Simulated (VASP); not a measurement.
Here is a VASP 6.6.1 calculation.

The input INCAR:

```
SYSTEM = Sn
PREC = Accurate
ENCUT = 520
EDIFF = 1E-7
ISMEAR = -1
SIGMA = 0.05
LREAL = .FALSE.
LASPH = .TRUE.
NELM = 100
ALGO = Normal
ISIF = 2
LWAVE = .FALSE.
LCHARG = .FALSE.
GGA = PS
NBANDS = 21
```

The input KPOINTS:

```
Automatic mesh
0
G
  8 8 8
  0 0 0
```

File POSCAR:

```
Sn
1.0
    0.0000000000      3.2710663102      3.2710663102
    3.2710663102      0.0000000000      3.2710663102
    3.2710663102      3.2710663102      0.0000000000
Sn
2
Direct
   -0.1250000000     -0.1250000000     -0.1250000000
    0.1250000000      0.1250000000      0.1250000000
```

Potentials or basis: VASP PAW PBE potentials, release 64 (Sn_d).

Run with:

```bash
$ cat potpaw_PBE.64/Sn_d/POTCAR > POTCAR
$ mpirun -np 1 vasp_std > vasp.out
```

Problem. What does it give for the band gap on the k mesh?

Solution. Zero (bands 14 and 15 overlap by 0.20 eV).

Problem. Estimate the pressure.

Solution. -0.1 GPa.

Caveat: the PAW data sets were made with another functional, which shifts forces and pressure a little; spin-orbit coupling is left out, which moves the levels of the heavy elements.
